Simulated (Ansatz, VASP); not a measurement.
## Na in VASP and in Ansatz

Contents of INCAR:

```
ALGO = Normal
EDIFF = 1E-8
ENCUT = 400
GGA = PS
GGA_COMPAT = False
ISIF = 2
ISMEAR = -1
LASPH = True
LCHARG = False
LEFG = True
LREAL = False
LWAVE = False
NBANDS = 10
NELM = 120
PREC = Accurate
SIGMA = 0.05
```

Contents of KPOINTS:

```
k-points
0
Gamma
  12 12 12
```

Contents of POSCAR:

```
Na
1.0
   -2.1040267987      2.1040267987      2.1040267987
    2.1040267987     -2.1040267987      2.1040267987
    2.1040267987      2.1040267987     -2.1040267987
Na
1
Direct
    0.0000000000      0.0000000000      0.0000000000
```

Input for Ansatz:

```yaml
crystal:
  lattice:
    - [-2.1040267987, 2.1040267987, 2.1040267987]
    - [2.1040267987, -2.1040267987, 2.1040267987]
    - [2.1040267987, 2.1040267987, -2.1040267987]
  atoms:
    - { symbol: Na, position: [0.0, 0.0, 0.0] }
kpoints:
  mp_grid: { grid: [12, 12, 12] }
  band_path:
    path:
      - [0.0, 0.0, 0.0]
      - [0.5, -0.5, 0.5]
      - [0.0, 0.0, 0.5]
      - [0.0, 0.0, 0.0]
      - [0.25, 0.25, 0.25]
      - [0.5, -0.5, 0.5]
      - [0.25, 0.25, 0.25]
      - [0.0, 0.0, 0.5]
    npoints: 8
scf:
  occupations: { method: fermi_dirac, width: 0.05 }
hamiltonian:
  xc: pbesol
  pseudopotentials: { kind: paw }
output:
  forces: true
  stress: true
  eigenvalues: true
  efg: { contact_densities: true }
  populations: true
  bader: true
  dos: { projected: true, de: 0.2, e_range: [-14, 8] }
```

Alike in both runs: task electric field gradients; functional PBEsol; k mesh 12 × 12 × 12; occupations fermi-dirac, width 0.05 eV; no spin polarisation.

|  | VASP | Ansatz |
| --- | --- | --- |
| version | VASP 6.6.1 | Ansatz 0.2.0 |
| potentials or method | VASP PAW PBE potentials, release 64 (Na_pv) | PAW with Ansatz's default frozen-core files, scalar-relativistic |
| plane-wave cutoff (eV) | 400 | 420 |
| valence electrons in the cell | 7 | 9 |

|  | VASP | Ansatz | Ansatz less VASP |
| --- | --- | --- | --- |
| pressure (GPa) | -0.4 | -0.2 | +0.21 |

VASP's potentials were made for PBE, not for PBEsol. VASP's potentials hold 7 valence electrons a cell and Ansatz's 9, so a difference there can come from the potentials and not from the codes.
